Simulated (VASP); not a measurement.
KCl: electric field gradients with PBEsol

KCl:

```
K Cl
1.0
     3.60961    0.00000    0.00000
     0.00000    3.60961    0.00000
     0.00000    0.00000    3.60961
K Cl
1 1
Cartesian
  0.0000 0.0000 0.0000
  1.8048 1.8048 1.8048
```

This cell differs from its parent crystal: volume scaled by 0.98.

```
Program                : VASP 6.6.1
Task                   : electric field gradients
Functional             : PBEsol
Potentials or basis    : VASP PAW PBE potentials, release 64 (K_sv, Cl)
Cutoff                 : 520 eV
k mesh                 : 7 × 7 × 7
Occupations            : fermi-dirac, width 0.01 eV
Spin                   : no spin polarisation
Dipole correction      : no
Further INCAR settings : ALGO = Normal; EDIFF = 1e-08; NBANDS = 15
```

* Pressure: 3.1 GPa
* Band gap on the k mesh: 5.51 eV, indirect (least direct gap 5.71 eV)

Levels at points of the mesh, in eV from the valence-band top:
| k point | band 6 | band 7 | band 8 | band 9 | band 10 | band 11 |
| --- | --- | --- | --- | --- | --- | --- |
| (0.00, 0.00, 0.00) | -0.21 | -0.21 | -0.21 | 5.51 | 6.21 | 6.21 |

Wall time 7.3 s on 1 thread of Intel(R) Xeon(R) 6975P-C (Granite Rapids), on a shared host, peak memory 0.15 GiB.

Caveat: without QUAD_EFG the Cq values of the log hold for a quadrupole moment of 1 mb, not for the nuclei; the PAW data sets were made with another functional, which shifts forces and pressure a little. A k mesh can miss the band edges.
